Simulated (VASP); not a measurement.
# W (I4/mmm) in VASP: further runs, part 2 of 2

VASP 6.6.1. The steps go on from the part before.

## Step 3: Single point, PBEsol (strain +0.025 along x and y, +0.050 along z)

The input, INCAR:

```
  PREC = Accurate
  ENCUT = 520
  EDIFF = 1E-6
  ISMEAR = 0
  SIGMA = 0.15
  LREAL = F
  LASPH = T
  NELM = 100
  ALGO = Fast
  ISIF = 2
  LWAVE = F
  LCHARG = F
  GGA = PS
  NBANDS = 13
```

The input, KPOINTS:

```
regular mesh
0
Gamma
  20 20 20
```

The input, POSCAR:

```
W
1.0
   -1.6372325000      1.6372325000      1.6771650000
    1.6372325000     -1.6372325000      1.6771650000
    1.6372325000      1.6372325000     -1.6771650000
W
1
Direct
    0.0000000000      0.0000000000      0.0000000000
```

Potentials or basis: VASP PAW PBE potentials, release 64 (W_sv).

Command:

```sh
> cat potpaw_PBE.64/W_sv/POTCAR > POTCAR
> mpirun -np 1 vasp_std > vasp.out
```

OUTCAR:

```text
PREC = Accurate
   ENCUT = 520
   EDIFF = 1E-6
   ISMEAR = 0
   LREAL = F
   LASPH = T
   NELM = 100
   ISIF = 2
   GGA = PS

 ion  position               nearest neighbor table
   1  0.000  0.000  0.000-

  LATTYP: Found a body centered tetragonal cell.
 ALAT       =     3.2744650000
 C/A-ratio  =     1.0243902439

  Lattice vectors:

 A1 = (  -1.6372325000,   1.6372325000,   1.6771650000)
 A2 = (   1.6372325000,  -1.6372325000,   1.6771650000)
 A3 = (   1.6372325000,   1.6372325000,  -1.6771650000)

Analysis of symmetry for initial positions (statically):
=====================================================================
 Subroutine PRICEL returns:
 Original cell was already a primitive cell.

 Routine SETGRP: Setting up the symmetry group for a
 body centered tetragonal supercell.

 Subroutine GETGRP returns: Found 16 space group operations
 (whereof 16 operations were pure point group operations)
 out of a pool of 16 trial point group operations.

The static configuration has the point symmetry D_4h.

Analysis of symmetry for dynamics (positions and initial velocities):
[... 163 lines left out ...]
 fundamental gap:      0.0070728386
 Fermi energy:         9.5546711450

 k-point     1 :       0.0000    0.0000    0.0000
  band No.  band energies     occupation
      1     -64.7976      2.00000
      2     -28.5097      2.00000
      3     -28.4993      2.00000
      4     -28.4993      2.00000
      5       0.6004      2.00000
      6       8.4103      2.00000
      7       8.4103      2.00000
      8       8.6768      2.00000
      9      11.2931      0.00000
     10      11.6386      0.00000
     11      23.5049      0.00000
     12      23.9233      0.00000
     13      23.9233      0.00000
[... 354 lines left out ...]
  band No.  band energies     occupation
      1     -64.7420      2.00000
      2     -29.1301      2.00000
      3     -28.7035      2.00000
      4     -28.5125      2.00000
      5       3.6724      2.00000
      6       7.0739      2.00000
      7       7.9560      2.00000
      8      10.9746      0.00000
      9      11.9163      0.00000
     10      12.3572      0.00000
     11      22.0008      0.00000
     12      22.5048      0.00000
     13      28.2517      0.00000

 [... further k-points ...]
[... 5 lines left out ...]
  --------------------------------------------------------------------------------------
  -------------------------------------------------------------------------------------
  Total       -3.4593116     -3.4593116     -4.1225484      0.0000000      0.0000000      0.0000000
  in kB     -308.2079049   -308.2079049   -367.2990861      0.0000000      0.0000000      0.0000000
  external PRESSURE =    -327.9049653 kB  Pullay stress =       0.0000000 kB

 VOLUME and BASIS-vectors are now :
 -----------------------------------------------------------------------------
  energy-cutoff  :      520.00
  volume of cell :       17.98
      direct lattice vectors                 reciprocal lattice vectors
    -1.637232500  1.637232500  1.677165000     0.000000000  0.305393400  0.298122129
     1.637232500 -1.637232500  1.677165000     0.305393400  0.000000000  0.298122129
     1.637232500  1.637232500 -1.677165000     0.305393400  0.305393400  0.000000000

 POSITION                                       TOTAL-FORCE (eV/Angst)
 -----------------------------------------------------------------------------------
      0.00000      0.00000      0.00000        -0.000000      0.000000      0.000000
 -----------------------------------------------------------------------------------
    total drift:                               -0.000000      0.000000      0.000000

  FREE ENERGIE OF THE ION-ELECTRON SYSTEM (eV)
  ---------------------------------------------------
  free  energy   TOTEN  =       -13.5449238903 eV

  energy  without entropy=      -13.5403428621  energy(sigma->0) =      -13.54263338
```

OSZICAR:

```text
N       E                     dE             d eps       ncg     rms          rms(c)
DAV:   1     0.840132760287E+02    0.84013E+02   -0.75076E+03 16732   0.120E+03
DAV:   2    -0.126530593013E+02   -0.96666E+02   -0.92795E+02 18811   0.313E+02
DAV:   3    -0.143523203229E+02   -0.16993E+01   -0.16933E+01 18291   0.402E+01
DAV:   4    -0.143601922130E+02   -0.78719E-02   -0.78716E-02 18256   0.304E+00
DAV:   5    -0.143602697970E+02   -0.77584E-04   -0.77583E-04 18551   0.285E-01    0.172E+01
RMM:   6    -0.137008237199E+02    0.65945E+00   -0.58308E-01 18188   0.676E+00    0.635E+00
RMM:   7    -0.135491841785E+02    0.15164E+00   -0.37284E-01 18245   0.532E+00    0.122E+00
RMM:   8    -0.135454846827E+02    0.36995E-02   -0.14048E-02 20471   0.124E+00    0.257E-01
RMM:   9    -0.135449453551E+02    0.53933E-03   -0.21138E-03 19868   0.516E-01    0.413E-02
RMM:  10    -0.135449275673E+02    0.17788E-04   -0.36480E-04 20542   0.223E-01    0.237E-02
RMM:  11    -0.135449237025E+02    0.38649E-05   -0.24552E-05 21110   0.648E-02    0.108E-02
RMM:  12    -0.135449238903E+02   -0.18780E-06   -0.56025E-06 19086   0.280E-02
   1 F= -.13544924E+02 E0= -.13542633E+02  d E =-.458103E-02
```

stdout:

```text
POSCAR found type information on POSCAR W
 POSCAR found :  1 types and       1 ions
 scaLAPACK will be used
 -----------------------------------------------------------------------------
|                                                                             |
|                                                                             |
|     You enforced a specific xc type in the INCAR file but a different       |
|     I HOPE YOU KNOW WHAT YOU ARE DOING!                                     |
|                                                                             |
 -----------------------------------------------------------------------------

 LDA part: xc-table for (Slater+PW92), standard interpolation
 POSCAR, INCAR and KPOINTS ok, starting setup
 FFT: planning ... GRIDC
 FFT: planning ... GRID_SOFT
 FFT: planning ... GRID
 WAVECAR not read
 entering main loop
WARNING in EDDRMM: call to ZHEGV failed, returncode =   8  4     13
```

It took 4.9 min on 1 thread of AMD EPYC 7R13, shared host; peak memory 0.23 GiB.

Results:

- Free energy: -13.5449 eV
- Pressure: -32.8 GPa
- Band gap on the k mesh: zero (band 7 reaches 13.80 eV, above the bottom of band 8 at 8.65 eV)

Caveat: the cell differs from its parent crystal (strain +0.025 along x and y, +0.050 along z); the PAW data sets were made with another functional, which shifts forces and pressure a little; spin-orbit coupling is left out, which moves the levels of the heavy elements.

## Step 4: Single point, PBEsol (strain +0.050 along x and y, +0.025 along z)

INCAR is that of step 3.

KPOINTS is that of step 3.

The input, POSCAR:

```
W
1.0
   -1.6771650000      1.6771650000      1.6372325000
    1.6771650000     -1.6771650000      1.6372325000
    1.6771650000      1.6771650000     -1.6372325000
W
1
Direct
    0.0000000000      0.0000000000      0.0000000000
```

Command:

```sh
> cat potpaw_PBE.64/W_sv/POTCAR > POTCAR
> mpirun -np 1 vasp_std > vasp.out
```

It took 4.9 min on 1 thread of AMD EPYC 7R13, shared host; peak memory 0.23 GiB.

It converged, with:

| Quantity | Value |
| --- | --- |
| Free energy | -13.4496 eV |
| Pressure | -36.7 GPa |
| Band gap on the k mesh | zero (band 7 reaches 13.36 eV, above the bottom of band 8 at 8.27 eV) |

Stress tensor (GPa, compression positive):
```
-38.58   0.00   0.00
  0.00 -38.58   0.00
  0.00   0.00 -32.89
```

Levels at points of the mesh, in eV from the Fermi level:
```tsv
k point	band 4	band 5	band 6	band 7	band 8	band 9	band 10	band 11
(0.00, 0.00, 0.00)	-38.11	-8.81	-1.20	-0.93	-0.93	1.68	2.03	14.03
(0.50, 0.00, 0.00)	-38.12	-5.38	-3.02	0.35	1.77	2.60	4.92	8.86
(0.50, 0.50, 0.00)	-38.11	-5.40	-2.74	0.19	1.47	2.38	4.87	8.70
(0.50, 0.50, 0.50)	-38.64	-4.79	-4.73	4.12	4.12	4.21	6.94	6.94
```

Caveat: the cell differs from its parent crystal (strain +0.050 along x and y, +0.025 along z); the PAW data sets were made with another functional, which shifts forces and pressure a little; spin-orbit coupling is left out, which moves the levels of the heavy elements.

## Step 5: The runs side by side

| cell | gap on the mesh (eV) | pressure (GPa) |
| --- | --- | --- |
| a = 2.860 Å, angles 108.2, 108.2, 112.1°, 1 atom | none | -32.4 |
| a = 2.859 Å, angles 110.1, 110.1, 108.2°, 1 atom | none | -32.8 |
| a = 2.882 Å, angles 108.8, 108.8, 110.8°, 1 atom | none | -36.7 |

Alike in all rows: task single point; level PBEsol; potentials or basis VASP PAW PBE potentials, release 64 (W_sv); no spin polarisation; k mesh 20 × 20 × 20; cutoff (eV) 520; smearing gaussian 0.15 eV.

Caveats: the PAW data sets were made with another functional, which shifts forces and pressure a little; spin-orbit coupling is left out, which moves the levels of the heavy elements.

Total energies depend on the potentials used, so only differences within one code and one set of settings carry meaning.
